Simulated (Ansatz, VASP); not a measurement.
One calculation of VB4Os, two programs

The input INCAR:

```
PREC = Accurate
ENCUT = 500
EDIFF = 1E-6
ISMEAR = -1
SIGMA = 0.15
LREAL = False
LASPH = True
NELM = 200
ALGO = Normal
ISIF = 2
LWAVE = False
LCHARG = True
ISPIN = 2
MAGMOM = 2 0 0 0 0 0
LORBIT = 11
LMAXMIX = 4
GGA = PE
LELF = True
LVHAR = True
NBANDS = 34
GGA_COMPAT = False
```

The input KPOINTS:

```
Automatic mesh
0
Gamma
  9 9 3
```

POSCAR

```
VB4Os
1.0
    2.9012689628      0.0000000000      0.0000000000
   -1.4506349855      2.5125727852      0.0000000000
    0.0000000000      0.0000000000      7.5153086614
V B Os
1 4 1
Direct
    0.0000000000      0.0000000000      0.0000000000
    0.0000000000      0.0000000000      0.7094840000
    0.3333333333      0.6666666667      0.7969230000
    0.3333333333      0.6666666667      0.2030770000
    0.0000000000      0.0000000000      0.2905160000
    0.3333333333      0.6666666667      0.5000000000
```

Input for Ansatz:

```yaml
crystal:
  lattice:
    - [2.9012689627771584, 0.0, 0.0]
    - [-1.4506349855209981, 2.5125727852304927, 0.0]
    - [0.0, 0.0, 7.5153086614107805]
  atoms:
    - { symbol: V, position: [0.0, 0.0, 0.0], spin: 2.0 }
    - { symbol: B, position: [0.0, 0.0, 0.709484] }
    - { symbol: B, position: [0.3333333333333333, 0.6666666666666666, 0.796923] }
    - { symbol: B, position: [0.3333333333333333, 0.6666666666666666, 0.203077] }
    - { symbol: B, position: [0.0, 0.0, 0.290516] }
    - { symbol: Os, position: [0.3333333333333333, 0.6666666666666666, 0.5] }
basis:
  ecutwfc: 500.0
kpoints:
  mp_grid:
    grid: [9, 9, 3]
hamiltonian:
  xc: pbe
magnetization:
  spin_polarized: true
scf:
  occupations:
    method: fermi_dirac
    width: 0.15
output:
  stress: true
```

Alike in both runs: task single point; functional PBE; k mesh 9 × 9 × 3; occupations fermi-dirac, width 0.15 eV; collinear spin.

```csv
,VASP,Ansatz
version,VASP 6.6.1,Ansatz 0.2.0
potentials or method,"VASP PAW PBE potentials, release 64 (V_sv, B, Os_sv_GW), cutoff 500 eV","plane waves, PAW"
valence electrons in the cell,41,41
```

|  | VASP | Ansatz | Ansatz less VASP |
| --- | --- | --- | --- |
| pressure (GPa) | -8.2 | -7.4 | +0.81 |
| traceless stress, the component that is largest in VASP (GPa) | -0.82 | -0.97 | -0.149 |
| net moment per atom (μB) | 0.00 | 0.00 | 0.000 |

Ansatz's warnings: seeded moment not kept.

Neither program's run includes spin-orbit coupling.
